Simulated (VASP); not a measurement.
# LiCd12 in VASP: a series of runs

The runs below take LiCd12 through single point, with PBE.

Everything below comes from runs of VASP 6.6.1. Logs are shortened: lines on timing, memory, paths and dates and some standing lists are left out, and cuts for length are marked.

## (1) The cell of the first run

The cell holds a slab with vacuum, 13 atoms: a = 5.960 Å, b = 5.960 Å, c = 18.620 Å, α = 90.00°, β = 90.00°, γ = 60.00°.

## (2) Single point, PBE

Contents of INCAR:

```
  PREC = Accurate
  ENCUT = 520
  EDIFF = 1E-7
  ISMEAR = 0
  SIGMA = 0.05
  LREAL = False
  LASPH = True
  NELM = 60
  ALGO = Normal
  ISIF = 2
  LWAVE = False
  LCHARG = True
  GGA = PE
  LELF = True
  LVHAR = True
  NBANDS = 86
```

Contents of KPOINTS:

```
Automatic mesh
0
Gamma
  3 3 1
```

Contents of POSCAR:

```
LiCd12
1.0
    5.9600000000      0.0000000000      0.0000000000
    2.9800000000      5.1615110000      0.0000000000
    0.0000000000      0.0000000000     18.6202800000
Cd Li
12 1
Direct
    0.0000000000      0.0000000000      0.0537049000
    0.5000000000      0.0000000000      0.0537049000
    0.0000000000      0.5000000000      0.0537049000
    0.5000000000      0.5000000000      0.0537049000
   -0.1628402989      0.3341893481      0.2222739839
    0.3353802502      0.3375517168      0.2201250860
   -0.1599224761      0.8328449015      0.2182333127
    0.3354174417      0.8328297759      0.2190469280
    0.0121552883     -0.0040520802      0.4181994912
    0.5095538139     -0.0036874150      0.3527270699
    0.0107639577      0.4981096242      0.4175507018
    0.5105911127      0.4962304423      0.4175287660
    0.5166152583     -0.0050694404      0.4901761845
```

Potentials or basis: VASP PAW PBE potentials, release 64 (Cd, Li_sv).

Command:

```
$ cat potpaw_PBE.64/Cd/POTCAR potpaw_PBE.64/Li_sv/POTCAR > POTCAR
$ mpirun -np 1 vasp_std > vasp.out
```

OUTCAR:

```text
PREC = Accurate
   ENCUT = 520
   EDIFF = 1E-7
   ISMEAR = 0
   LREAL = False
   LASPH = True
   NELM = 60
   ISIF = 2
   GGA = PE

 ion  position               nearest neighbor table
   1  0.000  0.000  0.054-   3 2.98   3 2.98   4 2.98   4 2.98   2 2.98   2 2.98   7 3.50   8 3.53
                             5 3.58
   2  0.500  0.000  0.054-   4 2.98   3 2.98   4 2.98   3 2.98   1 2.98   1 2.98   8 3.52   7 3.53
                             6 3.56
   3  0.000  0.500  0.054-   1 2.98   1 2.98   2 2.98   2 2.98   4 2.98   4 2.98   7 3.51   6 3.55
                             5 3.57
   4  0.500  0.500  0.054-   2 2.98   1 2.98   2 2.98   1 2.98   3 2.98   3 2.98   8 3.53   6 3.53
                             5 3.59
   5  0.837  0.334  0.222-   8 2.98   6 2.98   7 2.98   6 2.98   7 2.98   8 2.98   3 3.57   1 3.58
                             4 3.59
   6  0.335  0.338  0.220-   8 2.95   7 2.95   5 2.98   5 2.98   8 3.01   7 3.01  10 3.03   4 3.53
                             3 3.55   2 3.56
   7  0.840  0.833  0.218-   6 2.95   8 2.95   5 2.98   5 2.98   8 3.01   6 3.01  10 3.03   1 3.50
                             3 3.51   2 3.53
   8  0.335  0.833  0.219-   6 2.95   7 2.95   5 2.98   5 2.98   7 3.01   6 3.01  10 3.04   2 3.52
                             4 3.53   1 3.53
   9  0.012  0.996  0.418-  11 2.97  12 2.97  12 2.99  11 2.99  10 3.21  10 3.23
  10  0.510  0.996  0.353-  13 2.56   7 3.03   6 3.03   8 3.04   9 3.21  12 3.21  11 3.21  11 3.22
                            12 3.22   9 3.23
  11  0.011  0.498  0.418-   9 2.97  12 2.97  12 2.99   9 2.99  10 3.21  10 3.22
  12  0.511  0.496  0.418-  11 2.97   9 2.97   9 2.99  11 2.99  10 3.21  10 3.22
  13  0.517  0.995  0.490-  10 2.56

  LATTYP: Found a hexagonal cell.
 ALAT       =     5.9599996479
 C/A-ratio  =     3.1242082383

  Lattice vectors:

 A1 = (  -2.9800000000,  -5.1615110000,   0.0000000000)
 A2 = (   5.9600000000,   0.0000000000,   0.0000000000)
 A3 = (   0.0000000000,   0.0000000000,  18.6202800000)

Analysis of symmetry for initial positions (statically):
=====================================================================
 Subroutine PRICEL returns:
 Original cell was already a primitive cell.

 Routine SETGRP: Setting up the symmetry group for a
 hexagonal supercell.

 Subroutine GETGRP returns: Found  1 space group operations
 (whereof  1 operations were pure point group operations)
 out of a pool of 24 trial point group operations.

The static configuration has the point symmetry C_1 .

Analysis of symmetry for dynamics (positions and initial velocities):
=====================================================================
 Subroutine PRICEL returns:
 Original cell was already a primitive cell.

 Routine SETGRP: Setting up the symmetry group for a
 hexagonal supercell.

 Subroutine GETGRP returns: Found  1 space group operations
 (whereof  1 operations were pure point group operations)
 out of a pool of 24 trial point group operations.

The dynamic configuration has the point symmetry C_1 .

 Subroutine INISYM returns: Found  1 space group operations
 (whereof  1 operations are pure point group operations),
 and found     1 'primitive' translations

----------------------------------------------------------------------------------------

                                     Primitive cell

  volume of cell :     572.8083

  direct lattice vectors                    reciprocal lattice vectors
     5.960000000  0.000000000  0.000000000     0.167785235 -0.096870858  0.000000000
     2.980000000  5.161511000  0.000000000     0.000000000  0.193741716  0.000000000
     0.000000000  0.000000000 18.620280000     0.000000000  0.000000000  0.053704885

  length of vectors
     5.960000000  5.959999648 18.620280000     0.193741705  0.193741716  0.053704885

  position of ions in fractional coordinates (direct lattice)
     0.000000000  0.000000000  0.053704900
     0.500000000  0.000000000  0.053704900
     0.000000000  0.500000000  0.053704900
     0.500000000  0.500000000  0.053704900
     0.837159701  0.334189348  0.222273984
     0.335380250  0.337551717  0.220125086
     0.840077524  0.832844902  0.218233313
     0.335417442  0.832829776  0.219046928
     0.012155288  0.995947920  0.418199491
     0.509553814  0.996312585  0.352727070
     0.010763958  0.498109624  0.417550702
     0.510591113  0.496230442  0.417528766
     0.516615258  0.994930560  0.490176185

  ion indices of the primitive-cell ions
   primitive index   ion index
                 1           1
                 2           2
                 3           3
                 4           4
                 5           5
                 6           6
                 7           7
                 8           8
                 9           9
                10          10
                11          11
                12          12
                13          13

----------------------------------------------------------------------------------------

 KPOINTS: Automatic mesh

Automatic generation of k-mesh.
 Grid dimensions read from file:
 generate k-points for:    3    3    1

 Generating k-lattice:

  Cartesian coordinates                     Fractional coordinates (reciprocal lattice)
     0.055928412 -0.032290286  0.000000000     0.333333333 -0.000000000  0.000000000
     0.000000000  0.064580572  0.000000000     0.000000000  0.333333333  0.000000000
     0.000000000  0.000000000  0.053704885     0.000000000  0.000000000  1.000000000

  Length of vectors
     0.064580568  0.064580572  0.053704885

  Shift w.r.t. Gamma in fractional coordinates (k-lattice)
     0.000000000  0.000000000  0.000000000

 Subroutine IBZKPT returns following result:
 ===========================================

 Found      5 irreducible k-points:

 Following reciprocal coordinates:
            Coordinates               Weight
  0.000000  0.000000  0.000000      1.000000
  0.333333  0.000000  0.000000      2.000000
  0.333333  0.333333  0.000000      2.000000
  0.000000  0.333333  0.000000      2.000000
 -0.333333  0.333333  0.000000      2.000000
   k-points           NKPTS =      5   k-points in BZ     NKDIM =      5   number of bands    NBANDS=     86
   number of dos      NEDOS =    301   number of ions     NIONS =     13
   total plane-waves  NPLWV = 322560
   dimension x,y,z NGX =    48 NGY =   48 NGZ =  140
   dimension x,y,z NGXF=    96 NGYF=   96 NGZF=  280
   ions per type =              12   1
   NGX,Y,Z   is equivalent  to a cutoff of  13.39, 13.39, 12.50 a.u.
   NGXF,Y,Z  is equivalent  to a cutoff of  26.78, 26.78, 25.00 a.u.
 SYSTEM =  unknown system
   PREC   = accura    normal or accurate (medium, high low for compatibility)
   ISTART =      0    job   : 0-new  1-cont  2-samecut
   ICHARG =      2    charge: 1-file 2-atom 10-const
   ISPIN  =      1    spin polarized calculation?
   LNONCOLLINEAR =      F non collinear calculations
   LSORBIT =      F    spin-orbit coupling
   LASPH  =      T    aspherical Exc in radial PAW
   ENCUT  =  520.0 eV  38.22 Ry    6.18 a.u.  11.08 11.08 34.62*2*pi/ulx,y,z
   NELM   =     60;   NELMIN=  2; NELMDL= -5     # of ELM steps
   EDIFF  = 0.1E-06   stopping-criterion for ELM
   LREAL  =      F    real-space projection
   EDIFFG = 0.1E-05   stopping-criterion for IOM
   NSW    =      0    number of steps for IOM
   IBRION =     -1    ionic relax: 0-MD 1-quasi-New 2-CG
   NFREE  =      0    steps in history (QN), initial steepest desc. (CG)
   ISIF   =      2    stress and relaxation
   ISYM   =      2    0-nonsym 1-usesym 2-fastsym
   POTIM  = 0.5000    time-step for ionic-motion
   TEBEG  =    0.0;   TEEND  =   0.0 temperature during run
   PSTRESS=    0.0 pullay stress
   NELECT =     147.0000    total number of electrons
   NUPDOWN=      -1.0000    fix difference up-down
   EMIN   =  10.00;   EMAX   =-10.00  energy-range for DOS
   EFERMI =   0.00;   METHOD = LEGACY
   ISMEAR =     0;   SIGMA  =   0.05  broadening in eV -4-tet -1-fermi 0-gaus
   EFERMI_NEDOS =   21; number of points for ismear=-14 and -15
   IALGO  =     38    algorithm
   IMIX   =      4    mixing-type and parameters
     AMIX     =   0.40;   BMIX     =  1.00
     AMIX_MAG =   1.60;   BMIX_MAG =  1.00
  volume/ion in A,a.u.               =      44.06       297.35
  Fermi-wavevector in a.u.,A,eV,Ry     =   1.040345  1.965968 14.725834  1.082318
  Thomas-Fermi vector in A             =   2.174917
   LORBIT       =      0    0 simple, 1 ext, 2 COOP (PROOUT), +10 PAW based schemes
   GGA     = PE    functional components
   LHFCALC =     F    Hartree Fock is set to
   AEXX    =    0.0000 exact exchange contribution
   IVDW    =     0    specifies the selected vdW correction
   LEPSILON=     F    determine dielectric tensor
   LRPA    =     F    only Hartree local field effects (RPA)
 non-spin polarized calculation
 Gauss-broadening in eV      SIGMA  =   0.05
  energy-cutoff  :      520.00
  volume of cell :      572.81
 maximum number of plane-waves:     15447
 NGX is ok and might be reduce to    48
   NGX = 23   NGY = 23   NGZ = 69

 number of electron     146.9999998 magnetization

 Free energy of the ion-electron system (eV)
  ---------------------------------------------------
  ext. energy  EPLUGINS =         0.00000000
  ---------------------------------------------------
  free energy    TOTEN  =       -10.20348670 eV

  energy without entropy =      -10.19762615  energy(sigma->0) =      -10.20055642

 E-fermi :  -0.1858     XC(G=0):  -6.2595

 val. band max:       -0.4955200730   @ k =  -0.3333   0.3333   0.0000
 cond. band min:      -0.1575019264   @ k =  -0.3333   0.3333   0.0000
 fundamental gap:      0.3380181467
 Fermi energy:        -0.1858323412

 k-point     1 :       0.0000    0.0000    0.0000
  band No.  band energies     occupation
      1     -48.2144      2.00000
      2     -10.0655      2.00000
      3     -10.0119      2.00000
      4     -10.0107      2.00000
      5      -9.9026      2.00000
      6      -9.8780      2.00000
[... 77 lines left out ...]
     84       1.1103      0.00000
     85       1.5589      0.00000

 k-point     2 :       0.3333    0.0000    0.0000
  band No.  band energies     occupation
      1     -48.2144      2.00000
      2      -9.8932      2.00000
      3      -9.7583      2.00000
      4      -9.7296      2.00000
      5      -9.7088      2.00000
      6      -9.7055      2.00000
[... 77 lines left out ...]
     84       2.8017      0.00000
     85       3.0693      0.00000

 k-point     3 :       0.3333    0.3333    0.0000
  band No.  band energies     occupation
      1     -48.2144      2.00000
      2      -9.8937      2.00000
      3      -9.7574      2.00000
      4      -9.7297      2.00000
      5      -9.7089      2.00000
      6      -9.7055      2.00000
[... 77 lines left out ...]
     84       2.7982      0.00000
     85       3.0642      0.00000

 k-point     4 :       0.0000    0.3333    0.0000
  band No.  band energies     occupation
      1     -48.2144      2.00000
      2      -9.8942      2.00000
      3      -9.7567      2.00000
      4      -9.7299      2.00000
      5      -9.7092      2.00000
      6      -9.7063      2.00000
[... 77 lines left out ...]
     84       2.7952      0.00000
     85       3.0629      0.00000

 k-point     5 :      -0.3333    0.3333    0.0000
  band No.  band energies     occupation
      1     -48.2145      2.00000
      2      -9.6188      2.00000
      3      -9.5885      2.00000
      4      -9.5804      2.00000
      5      -9.5218      2.00000
      6      -9.4755      2.00000
[... 77 lines left out ...]
     84       2.8191      0.00000
     85       2.8250      0.00000
 [bands above 85 left out]

------------------------ aborting loop because EDIFF is reached ----------------------------------------

  FORCE on cell =-STRESS in cart. coord.  units (eV):
  Direction    XX          YY          ZZ          XY          YZ          ZX
  --------------------------------------------------------------------------------------
  -------------------------------------------------------------------------------------
  Total       -2.2678536     -2.2630361      0.0825523     -0.0037553      0.0064299     -0.0730722
  in kB       -6.3433151     -6.3298401      0.2309035     -0.0105037      0.0179847     -0.2043871
  external PRESSURE =      -4.1474172 kB  Pullay stress =       0.0000000 kB

 VOLUME and BASIS-vectors are now :
 -----------------------------------------------------------------------------
  energy-cutoff  :      520.00
  volume of cell :      572.81
      direct lattice vectors                 reciprocal lattice vectors
     5.960000000  0.000000000  0.000000000     0.167785235 -0.096870858  0.000000000
     2.980000000  5.161511000  0.000000000     0.000000000  0.193741716  0.000000000
     0.000000000  0.000000000 18.620280000     0.000000000  0.000000000  0.053704885

 POSITION                                       TOTAL-FORCE (eV/Angst)
 -----------------------------------------------------------------------------------
      0.00000      0.00000      1.00000         0.001687     -0.009799     -0.002165
      2.98000      0.00000      1.00000         0.004214      0.001997     -0.012239
      1.49000      2.58076      1.00000         0.013718      0.005524     -0.003792
      4.47000      2.58076      1.00000        -0.006833      0.003160     -0.004149
      5.98536      1.72492      4.13880        -0.002183      0.003523     -0.000803
      3.00477      1.74228      4.09879         0.000088      0.000821     -0.004721
      7.48874      4.29874      4.06357        -0.002069     -0.003386     -0.000746
      4.48092      4.29866      4.07872         0.001105     -0.003315      0.000154
      3.04037      5.14060      7.78699        -0.000157     -0.001714      0.005065
      6.00595      5.14248      6.56788        -0.003729      0.004542      0.012402
      1.54852      2.57100      7.77491         0.005044     -0.006527      0.004876
      4.52189      2.56130      7.77450        -0.005750      0.001606      0.004986
      6.04392      5.13535      9.12722        -0.005135      0.003567      0.001132
 -----------------------------------------------------------------------------------
    total drift:                               -0.000422     -0.001617     -0.000026

  FREE ENERGIE OF THE ION-ELECTRON SYSTEM (eV)
  ---------------------------------------------------
  free  energy   TOTEN  =       -10.2034867014 eV

  energy  without entropy=      -10.1976261482  energy(sigma->0) =      -10.20055642
```

It took 11 min on 1 thread of Intel Xeon Platinum 8259CL at 2.50GHz (Skylake/Cascade Lake), shared host; peak memory 0.75 GiB.

What came out:

* Free energy: -10.2035 eV
* Largest force: 0.015 eV/Å
* Band gap on the k mesh: zero (an odd number of electrons rules out a gap without spin polarisation)

Forces on the atoms (eV/Å):
```
Cd   0.002 -0.010 -0.002
Cd   0.004  0.002 -0.012
Cd   0.014  0.006 -0.004
Cd  -0.007  0.003 -0.004
Cd  -0.002  0.004 -0.001
Cd   0.000  0.001 -0.005
Cd  -0.002 -0.003 -0.001
Cd   0.001 -0.003  0.000
Cd   0.000 -0.002  0.005
Cd  -0.004  0.005  0.012
Cd   0.005 -0.007  0.005
Cd  -0.006  0.002  0.005
Li  -0.005  0.004  0.001
```

Caveat: the k points lie up to 0.41 Å⁻¹ apart, too coarse for converged energies and pressures of a metal; the cutoff is under 1.25 times the usual one of these potentials, so pressure, stress and relaxed cells hold a basis-set (Pulay) error; there is no dipole correction, which matters where the two faces differ.

## (3) Single point, PBE

Contents of INCAR:

```
PREC     = Accurate       # precision mode
ENCUT    = 520            # plane-wave cutoff, eV
EDIFF    = 1E-6           # SCF threshold, eV
ISMEAR   = 0              # smearing method
SIGMA    = 0.05           # smearing width, eV
LREAL    = F              # projectors in reciprocal space
LASPH    = T              # aspherical terms in the spheres
NELM     = 60             # most SCF steps
ALGO     = Normal         # electronic algorithm
ISIF     = 2              # what is computed and relaxed
LWAVE    = F              # write WAVECAR
LCHARG   = T              # write CHGCAR
GGA      = PE             # functional
LELF     = T              # ELF
LVHAR    = T            
NBANDS   = 86             # bands
```

Contents of KPOINTS:

```
regular mesh
0
Gamma
  3 3 1
```

Contents of POSCAR:

```
LiCd12
1.0
    5.9600000000      0.0000000000      0.0000000000
    2.9800000000      5.1615110000      0.0000000000
    0.0000000000      0.0000000000     18.6202800000
Cd Li
12 1
Direct
    0.0000000000      0.0000000000      0.0537048852
    0.5000000000      0.0000000000      0.0537048852
    0.0000000484      0.4999999031      0.0537048852
    0.5000000484      0.4999999031      0.0537048852
   -0.1628403120      0.3341893488      0.2222739937
    0.3353801721      0.3375517363      0.2201251002
   -0.1599224391      0.8328448782      0.2182332919
    0.3354174994      0.8328297663      0.2190469209
    0.0121552486     -0.0040521080      0.4181995115
    0.5095538102     -0.0036874861      0.3527270804
    0.0107640093      0.4981095652      0.4175507028
    0.5105911437      0.4962304643      0.4175287912
    0.5166152598     -0.0050694457      0.4901761950
```

Potentials or basis: VASP PAW PBE potentials, release 64 (Cd, Li_sv).

Command:

```
$ cat potpaw_PBE.64/Cd/POTCAR potpaw_PBE.64/Li_sv/POTCAR > POTCAR
$ mpirun -np 1 vasp_std > vasp.out
```

Run time: 10 min. Hardware: 1 thread of Intel Xeon Platinum 8259CL at 2.50GHz (Skylake/Cascade Lake), shared host; peak memory 0.75 GiB.

It converged, with:

- Free energy: -10.2035 eV
- Largest force: 0.015 eV/Å
- Band gap on the k mesh: zero (an odd number of electrons rules out a gap without spin polarisation)

Forces in eV/Å, atoms in the order of the input:
```
Cd   0.002 -0.010 -0.002
Cd   0.004  0.002 -0.012
Cd   0.014  0.006 -0.004
Cd  -0.007  0.003 -0.004
Cd  -0.002  0.004 -0.001
Cd   0.000  0.001 -0.005
Cd  -0.002 -0.003 -0.001
Cd   0.001 -0.003  0.000
Cd   0.000 -0.002  0.005
Cd  -0.004  0.005  0.012
Cd   0.005 -0.007  0.005
Cd  -0.006  0.002  0.005
Li  -0.005  0.004  0.001
```

Levels at points of the mesh, in eV from the Fermi level:
| k point | band 70 | band 71 | band 72 | band 73 | band 74 | band 75 | band 76 | band 77 | band 78 | band 79 |
| --- | --- | --- | --- | --- | --- | --- | --- | --- | --- | --- |
| (0.00, 0.00, 0.00) | -1.04 | -1.03 | -0.86 | -0.85 | -0.80 | -0.45 | 0.24 | 0.25 | 0.37 | 0.64 |

Caveat: the k points lie up to 0.41 Å⁻¹ apart, too coarse for converged energies and pressures of a metal; the cutoff is under 1.25 times the usual one of these potentials, so pressure, stress and relaxed cells hold a basis-set (Pulay) error; there is no dipole correction, which matters where the two faces differ.

The gap in the log of VASP goes by the Fermi energy; the results here count the filled bands.